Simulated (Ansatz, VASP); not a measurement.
## One calculation of Zr, two programs

```
Zr
1.0
    -1.78728    1.78728    1.78728
     1.78728   -1.78728    1.78728
     1.78728    1.78728   -1.78728
Zr
1
Direct
  0.00000 0.00000 0.00000
```

Alike in both runs: task relaxation of cell and atoms; functional PBE; dispersion D3(BJ); k mesh 16 × 16 × 16; occupations gaussian, width 0.1 eV; no spin polarisation.

```csv
,VASP,Ansatz
version,VASP 6.6.1,Ansatz 0.2.0
potentials or method,"VASP PAW PBE potentials, release 64 (Zr_sv), cutoff 600 eV","scalar-relativistic, plane waves, PAW"
valence electrons in the cell,12,12
```

Ansatz gave:

| Property | Result |
| --- | --- |
| gap on the k mesh at the Fermi level, each at its own relaxed structure (eV) | none |
| relaxed volume (Å³/atom) | 21.80 |
| relaxed cell length with the largest relative difference (Å) | 3.048 |

Q: What did VASP give for the same quantities?

A: gap on the k mesh at the Fermi level, each at its own relaxed structure (eV): none; relaxed volume (Å³/atom): 21.82; relaxed cell length with the largest relative difference (Å): 3.049.

A gap of «none» marks a metal or a gap that the smearing closes.
